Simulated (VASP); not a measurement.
Here is a VASP 6.6.1 calculation.

File INCAR:

```
SYSTEM = HfC
PREC     = Accurate       ! precision mode
ENCUT    = 520            ! plane-wave cutoff, eV
EDIFF    = 1E-7           ! SCF threshold, eV
ISMEAR   = 1              ! smearing method
SIGMA    = 0.05           ! smearing width, eV
LREAL    = .False.        ! projectors in reciprocal space
LASPH    = .True.         ! aspherical terms in the spheres
NELM     = 60             ! most SCF steps
ALGO     = Normal         ! electronic algorithm
ISIF     = 2              ! what is computed and relaxed
LWAVE    = .False.        ! write WAVECAR
LCHARG   = .False.        ! write CHGCAR
GGA      = PE             ! functional
NBANDS   = 22             ! bands
```

The input KPOINTS:

```
Automatic mesh
0
Gamma
  12 12 6
  0 0 0
```

POSCAR

```
HfC
1.0
    3.8514406728      0.0000000000      0.0000000000
   -1.9257203364      3.3354454638      0.0000000000
    0.0000000000      0.0000000000      4.6430899925
Hf C
2 2
Direct
    0.6666666667      0.3333333333      0.0665890361
    0.3333333333      0.6666666667      0.5665890361
    0.6666666667      0.3333333333      0.5586109639
    0.3333333333      0.6666666667      0.0586109639
```

Potentials or basis: VASP PAW PBE potentials, release 64 (Hf_pv, C).

The run is started by

```sh
$ cat potpaw_PBE.64/Hf_pv/POTCAR potpaw_PBE.64/C/POTCAR > POTCAR
$ mpirun -np 1 vasp_std > vasp.out
```

(1) What does it give for the band gap on the k mesh?

(2) What does it give for the pressure?

Results:

(1) zero (band 14 reaches 5.66 eV, above the bottom of band 15 at 4.34 eV).

(2) -0.5 GPa.

Caveat: spin-orbit coupling is left out, which moves the levels of the heavy elements.
